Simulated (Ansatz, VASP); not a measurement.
HPbNO4: VASP beside Ansatz

```
H Pb N O
1.0
     3.85404    0.14384    0.09012
    -0.25320    5.52698    0.16471
    -0.48197   -1.92720    5.72025
H Pb N O
1 1 1 4
Direct
  0.10913 0.65718 0.54463
  0.61029 0.52127 0.15100
  0.91580 0.96263 0.95867
  0.01384 0.13639 0.88084
  0.72398 0.01057 0.12858
  0.00389 0.73732 0.87043
  0.11927 0.59324 0.37651
```

Alike in both runs: task single point; functional HSE06; k mesh 3 × 2 × 2; occupations fermi-dirac, width 0.05 eV; no spin polarisation.

|  | VASP | Ansatz |
| --- | --- | --- |
| version | VASP 6.6.1 | Ansatz 0.2.0 |
| potentials or method | VASP PAW PBE potentials, release 64 (H, Pb_d, N, O) | Ansatz PAW |
| plane-wave cutoff (eV) | 520 | 420 |
| valence electrons in the cell | 44 | 44 |

VASP gave:

```
gap on the k mesh at the Fermi level (eV)                     : 4.46
least direct gap on the mesh (eV)                             : 4.59
pressure (GPa)                                                : -2.6
traceless stress, the component that is largest in VASP (GPa) : 1.25
rms of the force components (eV/Å)                            : 0.403
```

**Question.** What did Ansatz give for the same quantities?

**Answer.** gap on the k mesh at the Fermi level (eV): 4.49; least direct gap on the mesh (eV): 4.63; pressure (GPa): -3.4; traceless stress, the component that is largest in VASP (GPa): 1.86; rms of the force components (eV/Å): 0.601.

Atom by atom the forces differ by 0.202 eV/Å (rms over components).

The k mesh is coarse, so the values compare programs but aren't converged. Spin-orbit coupling is off throughout. Noted on VASP's run: the standard files for N, O and F lose accuracy on very short bonds. Noted on Ansatz's run: odd divisions of the mesh miss points on the zone boundary, where band edges often lie, so the gap on the mesh can be too wide.
